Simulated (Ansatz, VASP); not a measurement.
**One calculation of Ga, two programs**

```
Ga
1.0
     1.41012   -4.10547    0.00000
     1.41012    4.10547    0.00000
    -0.11975    0.00000    3.39524
Ga
2
Direct
  0.86900 0.13100 0.25000
  0.13100 0.86900 0.75000
```

Change from the starting cell: volume scaled by 1.06.

Alike in both runs: task single point; functional PBE; k mesh 14 × 14 × 11; occupations fermi-dirac, width 0.05 eV; no spin polarisation.

|  | VASP | Ansatz |
| --- | --- | --- |
| version | VASP 6.6.1 | Ansatz 0.2.0 |
| potentials or method | VASP PAW PBE potentials, release 64 (Ga_d), cutoff 520 eV | all-electron LAPW, scalar-relativistic |

Ansatz gave:

* pressure (GPa): -1.1
* traceless stress, the component that is largest in VASP (GPa): -0.22
* rms of the force components (eV/Å): 0.090

Task: What did VASP give for the same quantities?

Result: Pressure (GPa): -1.0; traceless stress, the component that is largest in VASP (GPa): -0.24; rms of the force components (eV/Å): 0.091.

Atom by atom the forces differ by 0.001 eV/Å (rms over components). Ansatz ran all-electron here, and VASP with PAW potentials.
